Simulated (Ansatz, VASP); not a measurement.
One calculation of Si, two programs

INCAR

```
SYSTEM = Si
PREC = Accurate
ENCUT = 520
EDIFF = 1E-6
ISMEAR = -1
SIGMA = 0.05
LREAL = .False.
LASPH = .True.
NELM = 100
ALGO = Normal
ISIF = 2
LWAVE = .False.
LCHARG = .False.
GGA = PE
NBANDS = 11
```

Contents of KPOINTS:

```
regular mesh
0
Gamma
  16 16 16
  0 0 0
```

The input POSCAR:

```
Si
1.0
   -2.2145650000      2.3587400000      1.2761750000
    2.2400650000     -2.3332400000      1.2738250000
    2.2619350000      2.3782600000     -1.2288050000
Si
2
Direct
    0.8070000000      0.5570000000      0.2500000000
    0.1930000000      0.4430000000      0.7500000000
```

Input for Ansatz:

```yaml
crystal:
  lattice:
    - [-2.214565, 2.35874, 1.276175]
    - [2.240065, -2.33324, 1.273825]
    - [2.261935, 2.37826, -1.228805]
  atoms:
    - { symbol: Si, position: [0.807, 0.557, 0.25] }
    - { symbol: Si, position: [0.193, 0.443, 0.75] }
kpoints:
  mp_grid: { grid: [16, 16, 16] }
  band_path:
    path:
      - [0.0, 0.0, 0.0]
      - [0.0, 0.0, -0.5]
      - [-0.5, 0.5, 0.0]
      - [0.0, 0.0, 0.0]
      - [0.5, 0.0, 0.0]
      - [0.0, 0.5, -0.5]
      - [0.0, 0.0, 0.0]
      - [0.0, 0.5, 0.0]
      - [0.5, 0.0, -0.5]
    npoints: 5
scf:
  occupations: { method: fermi_dirac, width: 0.05 }
hamiltonian:
  xc: pbe
  pseudopotentials: { kind: all_electron, lapw: { basis_error: 0.0005 } }
output:
  forces: true
  stress: true
  eigenvalues: true
```

Change from the starting cell: equal xy, yz and zx shear strains of +2 %.

Alike in both runs: task single point; functional PBE; k mesh 16 × 16 × 16; occupations fermi-dirac, width 0.05 eV; no spin polarisation.

|  | VASP | Ansatz |
| --- | --- | --- |
| version | VASP 6.6.1 | Ansatz 0.2.0 |
| potentials or method | VASP PAW PBE potentials, release 64 (Si), cutoff 520 eV | all-electron LAPW, scalar-relativistic |

|  | VASP | Ansatz | Ansatz less VASP |
| --- | --- | --- | --- |
| pressure (GPa) | 15.7 | 15.7 | +0.07 |
| traceless stress, the component that is largest in VASP (GPa) | 2.07 | 2.08 | +0.008 |
| rms of the force components (eV/Å) | 0.039 | 0.039 | -0.0001 |

Atom by atom the forces differ by 0.002 eV/Å (rms over components). Ansatz ran all-electron here, and VASP with PAW potentials.
